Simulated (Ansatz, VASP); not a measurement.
# One calculation of Cu, two programs

The input INCAR:

```
SYSTEM = Cu
ALGO     = Normal         ! electronic algorithm
EDIFF    = 1E-6           ! SCF threshold, eV
ENCUT    = 520            ! plane-wave cutoff, eV
GGA      = PE             ! functional
ISIF     = 2              ! what is computed and relaxed
ISMEAR   = 0              ! smearing method
LASPH    = .TRUE.         ! aspherical terms in the spheres
LCHARG   = .FALSE.        ! write CHGCAR
LREAL    = .FALSE.        ! projectors in reciprocal space
LWAVE    = .FALSE.        ! write WAVECAR
NBANDS   = 12             ! bands
NELM     = 80             ! most SCF steps
PREC     = Accurate       ! precision mode
SIGMA    = 0.15           ! smearing width, eV
```

The input KPOINTS:

```
k-points
0
G
  24 24 24
  0 0 0
```

POSCAR

```
Cu
1.0
    0.0000000000      1.6596678807      1.9368324168
    1.6596678807      0.0000000000      1.9368324168
    1.6596678807      1.6596678807      0.0000000000
Cu
1
Direct
    0.0000000000      0.0000000000      0.0000000000
```

Input for Ansatz:

```yaml
crystal:
  lattice:
    - [0.0, 1.6596678807, 1.9368324168]
    - [1.6596678807, 0.0, 1.9368324168]
    - [1.6596678807, 1.6596678807, 0.0]
  atoms:
    - { symbol: Cu, position: [0.0, 0.0, 0.0] }
basis:
  ecutwfc: 520.0
kpoints:
  mp_grid: { grid: [24, 24, 24] }
hamiltonian:
  xc: pbe
  pseudopotentials: { kind: paw, azcp: { folder: soft_1 } }
scf:
  occupations: { method: gaussian, width: 0.15 }
output:
  forces: true
  stress: true
  eigenvalues: true
```

Alike in both runs: task single point; functional PBE; k mesh 24 × 24 × 24; occupations gaussian, width 0.15 eV; no spin polarisation.

|  | VASP | Ansatz |
| --- | --- | --- |
| version | VASP 6.6.1 | Ansatz 0.2.0 |
| potentials or method | VASP PAW PBE potentials, release 64 (Cu), cutoff 520 eV | scalar-relativistic, plane waves, PAW |
| valence electrons in the cell | 11 | 19 |

```csv
,VASP,Ansatz,Ansatz less VASP
gap on the k mesh at the Fermi level (eV),none,none,-
pressure (GPa),23.6,23.0,-0.64
"traceless stress, the component that is largest in VASP (GPa)",-13.20,-13.33,-0.126
```

A gap of «none» marks a metal or a gap that the smearing closes. VASP's potentials hold 11 valence electrons a cell and Ansatz's 19, so a difference there can come from the potentials and not from the codes.
